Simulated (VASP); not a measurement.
# Ta (Fd-3m) in VASP: relaxation of cell and atoms with PBE

Aim: the relaxation of cell and atoms of Ta with PBE.

All numbers are computed with VASP 6.6.1; they aren't measurements. Logs are shortened: lines on timing, memory, paths and dates and some standing lists are left out, and cuts for length are marked.

### 1 The cell of the first run

The structure is cubic, space group Fd-3m (No. 227). Conventional cell: a = 5.680 Å, b = 5.680 Å, c = 5.680 Å, α = 90.00°, β = 90.00°, γ = 90.00°. Ta (site symmetry -43m) has 4 Ta at 2.46 Å within 3.2 Å.

### 2 Relaxation of cell and atoms, PBE

INCAR

```
ALGO = Normal
EDIFF = 1E-6
EDIFFG = -0.005
ENCUT = 600
GGA = PE
IBRION = 2
ISIF = 3
ISMEAR = -1
LASPH = T
LCHARG = F
LREAL = F
LWAVE = F
NELM = 100
NSW = 60
PREC = Accurate
SIGMA = 0.08
```

KPOINTS

```
k-points
0
Gamma
  12 12 12
```

POSCAR

```
Ta
1.0
    0.0000000000      2.8397911140      2.8397911140
    2.8397911140      0.0000000000      2.8397911140
    2.8397911140      2.8397911140      0.0000000000
Ta
2
Direct
   -0.1250000000     -0.1250000000     -0.1250000000
    0.1250000000      0.1250000000      0.1250000000
```

Potentials or basis: VASP PAW PBE potentials, release 64 (Ta_pv).

The run is started by

```bash
$ cat potpaw_PBE.64/Ta_pv/POTCAR > POTCAR
$ mpirun -np 1 vasp_std > vasp.out
```

OUTCAR:

```text
EDIFF = 1E-6
   EDIFFG = -0.005
   ENCUT = 600
   GGA = PE
   IBRION = 2
   ISIF = 3
   ISMEAR = -1
   LASPH = T
   LREAL = F
   NELM = 100
   NSW = 60
   PREC = Accurate

 ion  position               nearest neighbor table
   1  0.875  0.875  0.875-   2 2.46   2 2.46   2 2.46   2 2.46
   2  0.125  0.125  0.125-   1 2.46   1 2.46   1 2.46   1 2.46

  LATTYP: Found a face centered cubic cell.
 ALAT       =     5.6795822280

  Lattice vectors:

 A1 = (   0.0000000000,   2.8397911140,   2.8397911140)
 A2 = (   2.8397911140,   0.0000000000,   2.8397911140)
 A3 = (   2.8397911140,   2.8397911140,   0.0000000000)

Analysis of symmetry for initial positions (statically):
=====================================================================
 Subroutine PRICEL returns:
 Original cell was already a primitive cell.

 Routine SETGRP: Setting up the symmetry group for a
 face centered cubic supercell.

 Subroutine GETGRP returns: Found 48 space group operations
 (whereof 12 operations were pure point group operations)
 out of a pool of 48 trial point group operations.

The static configuration has the point symmetry D_3d.
 The point group associated with its full space group is O_h .

Analysis of symmetry for dynamics (positions and initial velocities):
=====================================================================
 Subroutine PRICEL returns:
 Original cell was already a primitive cell.

 Routine SETGRP: Setting up the symmetry group for a
 face centered cubic supercell.

 Subroutine GETGRP returns: Found 48 space group operations
 (whereof 12 operations were pure point group operations)
 out of a pool of 48 trial point group operations.

The dynamic configuration has the point symmetry D_3d.
 The point group associated with its full space group is O_h .

 Subroutine INISYM returns: Found 48 space group operations
 (whereof 12 operations are pure point group operations),
 and found     1 'primitive' translations

----------------------------------------------------------------------------------------

                                     Primitive cell

  volume of cell :      45.8025

  direct lattice vectors                    reciprocal lattice vectors
     0.000000000  2.839791114  2.839791114    -0.176069288  0.176069288  0.176069288
     2.839791114  0.000000000  2.839791114     0.176069288 -0.176069288  0.176069288
     2.839791114  2.839791114  0.000000000     0.176069288  0.176069288 -0.176069288

  length of vectors
     4.016071108  4.016071108  4.016071108     0.304960953  0.304960953  0.304960953

  position of ions in fractional coordinates (direct lattice)
     0.875000000  0.875000000  0.875000000
     0.125000000  0.125000000  0.125000000

  ion indices of the primitive-cell ions
   primitive index   ion index
                 1           1
                 2           2

----------------------------------------------------------------------------------------

 KPOINTS: k-points

Automatic generation of k-mesh.
 Grid dimensions read from file:
 generate k-points for:   12   12   12

 Generating k-lattice:

  Cartesian coordinates                     Fractional coordinates (reciprocal lattice)
    -0.014672441  0.014672441  0.014672441     0.083333333  0.000000000  0.000000000
     0.014672441 -0.014672441  0.014672441     0.000000000  0.083333333  0.000000000
     0.014672441  0.014672441 -0.014672441     0.000000000  0.000000000  0.083333333

  Length of vectors
     0.025413413  0.025413413  0.025413413

  Shift w.r.t. Gamma in fractional coordinates (k-lattice)
     0.000000000  0.000000000  0.000000000

 Subroutine IBZKPT returns following result:
 ===========================================

 Found     72 irreducible k-points:

 Following reciprocal coordinates:
            Coordinates               Weight
  0.000000  0.000000  0.000000      1.000000
  0.083333  0.000000  0.000000      8.000000
  0.166667  0.000000  0.000000      8.000000
  0.250000  0.000000  0.000000      8.000000
  0.333333  0.000000  0.000000      8.000000
  0.416667  0.000000  0.000000      8.000000
[... 16 lines left out ...]
  0.500000  0.166667  0.000000     24.000000
 -0.416667  0.166667  0.000000     24.000000
 [... further k-points ...]
   k-points           NKPTS =     72   k-points in BZ     NKDIM =     72   number of bands    NBANDS=     15
   number of dos      NEDOS =    301   number of ions     NIONS =      2
   total plane-waves  NPLWV =  32768
   dimension x,y,z NGX =    32 NGY =   32 NGZ =   32
   dimension x,y,z NGXF=    64 NGYF=   64 NGZF=   64
   ions per type =               2
   NGX,Y,Z   is equivalent  to a cutoff of  13.25, 13.25, 13.25 a.u.
   NGXF,Y,Z  is equivalent  to a cutoff of  26.49, 26.49, 26.49 a.u.
 SYSTEM =  unknown system
   PREC   = accura    normal or accurate (medium, high low for compatibility)
   ISTART =      0    job   : 0-new  1-cont  2-samecut
   ICHARG =      2    charge: 1-file 2-atom 10-const
   ISPIN  =      1    spin polarized calculation?
   LNONCOLLINEAR =      F non collinear calculations
   LSORBIT =      F    spin-orbit coupling
   LASPH  =      T    aspherical Exc in radial PAW
   ENCUT  =  600.0 eV  44.10 Ry    6.64 a.u.   8.02  8.02  8.02*2*pi/ulx,y,z
   NELM   =    100;   NELMIN=  2; NELMDL= -5     # of ELM steps
   EDIFF  = 0.1E-05   stopping-criterion for ELM
   LREAL  =      F    real-space projection
   EDIFFG = -.5E-02   stopping-criterion for IOM
   NSW    =     60    number of steps for IOM
   IBRION =      2    ionic relax: 0-MD 1-quasi-New 2-CG
   NFREE  =      1    steps in history (QN), initial steepest desc. (CG)
   ISIF   =      3    stress and relaxation
   ISYM   =      2    0-nonsym 1-usesym 2-fastsym
   POTIM  = 0.5000    time-step for ionic-motion
   TEBEG  =    0.0;   TEEND  =   0.0 temperature during run
   PSTRESS=    0.0 pullay stress
   NELECT =      22.0000    total number of electrons
   NUPDOWN=      -1.0000    fix difference up-down
   EMIN   =  10.00;   EMAX   =-10.00  energy-range for DOS
   EFERMI =   0.00;   METHOD = LEGACY
   ISMEAR =    -1;   SIGMA  =   0.08  broadening in eV -4-tet -1-fermi 0-gaus
   EFERMI_NEDOS =   21; number of points for ismear=-14 and -15
   IALGO  =     38    algorithm
   IMIX   =      4    mixing-type and parameters
     AMIX     =   0.40;   BMIX     =  1.00
     AMIX_MAG =   1.60;   BMIX_MAG =  1.00
  volume/ion in A,a.u.               =      22.90       154.55
  Fermi-wavevector in a.u.,A,eV,Ry     =   1.282092  2.422803 22.364726  1.643761
  Thomas-Fermi vector in A             =   2.414424
   LORBIT       =      0    0 simple, 1 ext, 2 COOP (PROOUT), +10 PAW based schemes
   GGA     = PE    functional components
   LHFCALC =     F    Hartree Fock is set to
   AEXX    =    0.0000 exact exchange contribution
   IVDW    =     0    specifies the selected vdW correction
   LEPSILON=     F    determine dielectric tensor
   LRPA    =     F    only Hartree local field effects (RPA)
 conjugate gradient relaxation of ions
 non-spin polarized calculation
  energy-cutoff  :      600.00
  volume of cell :       45.80
 maximum number of plane-waves:      1546
   NGX = 17   NGY = 17   NGZ = 17

--------------------------------------- Ionic step        1  -------------------------------------------

 number of electron      21.9999999 magnetization

 Free energy of the ion-electron system (eV)
  ---------------------------------------------------
  ext. energy  EPLUGINS =         0.00000000
  ---------------------------------------------------
  free energy    TOTEN  =       -17.24667438 eV

  energy without entropy =      -17.17475302  energy(sigma->0) =      -17.21071370

 E-fermi :   3.4124     XC(G=0): -10.9927

 val. band max:        3.4079422507   @ k =  -0.4167   0.2500   0.0833
 cond. band min:       3.4212819884   @ k =   0.5000   0.1667   0.0000
 fundamental gap:      0.0133397377
 Fermi energy:         3.4123527284

 k-point     1 :       0.0000    0.0000    0.0000
  band No.  band energies     occupation
      1     -30.8517      2.00000
      2     -30.8517      2.00000
      3     -30.8517      2.00000
      4     -29.4594      2.00000
      5     -29.4594      2.00000
      6     -29.4594      2.00000
      7      -2.8417      2.00000
      8       1.7795      2.00000
      9       1.7795      2.00000
     10       3.0407      1.98097
     11       3.0407      1.98097
     12       3.0407      1.98097
     13       5.8148      0.00000
     14       5.8148      0.00000
     15       5.8148      0.00000
[... 949 lines left out ...]
 POSITION                                       TOTAL-FORCE (eV/Angst)
 -----------------------------------------------------------------------------------
      5.35280      5.35280      5.35280        -0.000000      0.000000      0.000000
      0.76469      0.76469      0.76469         0.000000     -0.000000     -0.000000
 -----------------------------------------------------------------------------------
    total drift:                                0.000000      0.000000     -0.000000

  FREE ENERGIE OF THE ION-ELECTRON SYSTEM (eV)
  ---------------------------------------------------
  free  energy   TOTEN  =       -17.8985973828 eV

  energy  without entropy=      -17.8155607405  energy(sigma->0) =      -17.85707906

[... ionic steps 4 to 14 ...]

--------------------------------------- Ionic step       15  -------------------------------------------

 number of electron      22.0000002 magnetization

------------------------ aborting loop because EDIFF is reached ----------------------------------------

  FORCE on cell =-STRESS in cart. coord.  units (eV):
  Direction    XX          YY          ZZ          XY          YZ          ZX
  --------------------------------------------------------------------------------------
  -------------------------------------------------------------------------------------
  Total        0.0587728      0.0587728      0.0587728      0.0000000      0.0000000      0.0000000
  in kB        1.6578562      1.6578562      1.6578562      0.0000000      0.0000000      0.0000000
  external PRESSURE =       1.6578562 kB  Pullay stress =       0.0000000 kB

 VOLUME and BASIS-vectors are now :
 -----------------------------------------------------------------------------
  energy-cutoff  :      600.00
  volume of cell :       56.80
      direct lattice vectors                 reciprocal lattice vectors
     0.000000000  3.050961040  3.050961040    -0.163882788  0.163882788  0.163882788
     3.050961040  0.000000000  3.050961040     0.163882788 -0.163882788  0.163882788
     3.050961040  3.050961040  0.000000000     0.163882788  0.163882788 -0.163882788
[... 37 lines left out ...]
 POSITION                                       TOTAL-FORCE (eV/Angst)
 -----------------------------------------------------------------------------------
      5.34060      5.34060      5.34060         0.000000      0.000000      0.000000
      0.76294      0.76294      0.76294        -0.000000     -0.000000     -0.000000
 -----------------------------------------------------------------------------------
    total drift:                                0.000000      0.000000     -0.000000

  FREE ENERGIE OF THE ION-ELECTRON SYSTEM (eV)
  ---------------------------------------------------
  free  energy   TOTEN  =       -17.8989433730 eV

  energy  without entropy=      -17.8163443124  energy(sigma->0) =      -17.85764384

--------------------------------------- Ionic step       17  -------------------------------------------

 number of electron      22.0000002 magnetization

 Free energy of the ion-electron system (eV)
  ---------------------------------------------------
  ext. energy  EPLUGINS =         0.00000000
  ---------------------------------------------------
  free energy    TOTEN  =       -17.89896760 eV

  energy without entropy =      -17.81626599  energy(sigma->0) =      -17.85761680

 E-fermi :   1.9881     XC(G=0): -10.0047

 val. band max:        1.9873884731   @ k =   0.5000   0.3333   0.0833
 cond. band min:       1.9940620522   @ k =   0.3333   0.0000   0.0000
 fundamental gap:      0.0066735791
 Fermi energy:         1.9881164217

 k-point     1 :       0.0000    0.0000    0.0000
  band No.  band energies     occupation
      1     -32.1492      2.00000
      2     -32.1492      2.00000
      3     -32.1492      2.00000
      4     -31.3577      2.00000
      5     -31.3577      2.00000
      6     -31.3577      2.00000
      7      -3.5816      2.00000
      8       1.0402      1.99999
      9       1.0402      1.99999
     10       1.6994      1.94727
     11       1.6994      1.94727
     12       1.6994      1.94727
     13       3.9975      0.00000
     14       3.9975      0.00000
     15       3.9975      0.00000
[... 436 lines left out ...]
 POSITION                                       TOTAL-FORCE (eV/Angst)
 -----------------------------------------------------------------------------------
      5.34343      5.34343      5.34343         0.000000      0.000000      0.000000
      0.76335      0.76335      0.76335        -0.000000     -0.000000     -0.000000
 -----------------------------------------------------------------------------------
    total drift:                                0.000000      0.000000     -0.000000

  FREE ENERGIE OF THE ION-ELECTRON SYSTEM (eV)
  ---------------------------------------------------
  free  energy   TOTEN  =       -17.8989676007 eV

  energy  without entropy=      -17.8162659911  energy(sigma->0) =      -17.85761680

 reached required accuracy - stopping structural energy minimisation
```

Run time: 4.9 min. Hardware: 1 thread of Intel Xeon 6975P-C, shared host; peak memory 0.22 GiB.

Results:

- Free energy: -17.8990 eV
- Relaxed volume: 28.47 Å³/atom
- Relaxed cell: a = 4.318 Å, b = 4.318 Å, c = 4.318 Å, α = 60.00°, β = 60.00°, γ = 60.00°
- Space group after relaxing (to 0.05 Å): Fd-3m (No. 227)
- Energy gained by relaxing: 326.1 meV/atom
- Ionic steps: 17
- Pressure after relaxing: 0.0 GPa
- Band gap on the k mesh: zero (band 11 reaches 2.67 eV, above the bottom of band 12 at 1.64 eV)

Step by step:
| step | energy change (eV) | largest force (eV/Å) | pressure (GPa) | volume (Å³) |
| --- | --- | --- | --- | --- |
| 1 | 0.0000 | 0.0000 | 22.10 | 45.80 |
| 2 | -0.1616 | 0.0000 | -10.18 | 70.09 |
| 3 | -0.6519 | 0.0000 | -0.38 | 57.23 |
| 4 | -0.6523 | 0.0000 | -0.05 | 56.98 |
| 5 | -0.6522 | 0.0000 | 0.25 | 56.74 |
| 6 | -0.6522 | 0.0000 | 0.26 | 56.74 |
| 7 | -0.6522 | 0.0000 | 0.22 | 56.75 |
| 8 | -0.6522 | 0.0000 | 0.21 | 56.75 |
| 9 | -0.6522 | 0.0000 | 0.21 | 56.75 |
| 10 | -0.6522 | 0.0000 | 0.22 | 56.76 |
| 11 | -0.6522 | 0.0000 | 0.22 | 56.76 |
| 12 | -0.6522 | 0.0000 | 0.22 | 56.76 |
| 13 | -0.6522 | 0.0000 | 0.20 | 56.77 |
| 14 | -0.6522 | 0.0000 | 0.19 | 56.78 |
| 15 | -0.6522 | 0.0000 | 0.17 | 56.80 |
| 16 | -0.6523 | 0.0000 | 0.12 | 56.84 |
| 17 | -0.6523 | 0.0000 | -0.01 | 56.93 |

Final structure:
```
Ta
1.0
     0.00000    3.05339    3.05339
     3.05339    0.00000    3.05339
     3.05339    3.05339    0.00000
Ta
2
Direct
  0.87500 0.87500 0.87500
  0.12500 0.12500 0.12500
```

Levels at points of the mesh, in eV from the Fermi level:
```
           k point  band 9  band 10  band 11  band 12  band 13  band 14
(0.00, 0.00, 0.00)   -0.95    -0.29    -0.29    -0.29     2.01     2.01
(0.50, 0.00, 0.00)   -0.83    -0.83    -0.34    -0.34    -0.15     3.15
(0.50, 0.50, 0.00)   -1.07    -1.07    -0.23    -0.23     1.81     1.81
```

Caveat: the volume moved by over 15 % at a fixed basis, so the end points are rough; spin-orbit coupling is left out, which moves the levels of the heavy elements.
